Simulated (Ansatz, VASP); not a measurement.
One calculation of CdTe, two programs

```
CELL_PARAMETERS angstrom
0.00000 3.20500 3.01270
3.20500 0.00000 3.01270
3.20500 3.20500 0.00000
ATOMIC_POSITIONS crystal
Cd 0.00000 0.00000 0.00000
Te 0.75000 0.75000 0.75000
```

Alike in both runs: task single point; functional r2SCAN; k mesh 8 × 8 × 8; occupations gaussian, width 0.05 eV; no spin polarisation.

|  | VASP | Ansatz |
| --- | --- | --- |
| version | VASP 6.6.1 | Ansatz 0.2.0 |
| potentials or method | VASP PAW PBE potentials, release 64 (Cd, Te), cutoff 520 eV | scalar-relativistic, plane waves, PAW |
| valence electrons in the cell | 18 | 36 |

|  | VASP | Ansatz | Ansatz less VASP |
| --- | --- | --- | --- |
| gap on the k mesh at the Fermi level (eV) | 1.45 | 1.45 | 0.000 |
| pressure (GPa) | 7.2 | 7.0 | -0.19 |
| traceless stress, the component that is largest in VASP (GPa) | 0.33 | 0.34 | +0.010 |

VASP's potentials were made for PBE, not for r2SCAN. VASP's potentials hold 18 valence electrons a cell and Ansatz's 36, so a difference there can come from the potentials and not from the codes. Ansatz's warnings: stress scf threshold loose.

Spin-orbit coupling is off throughout.
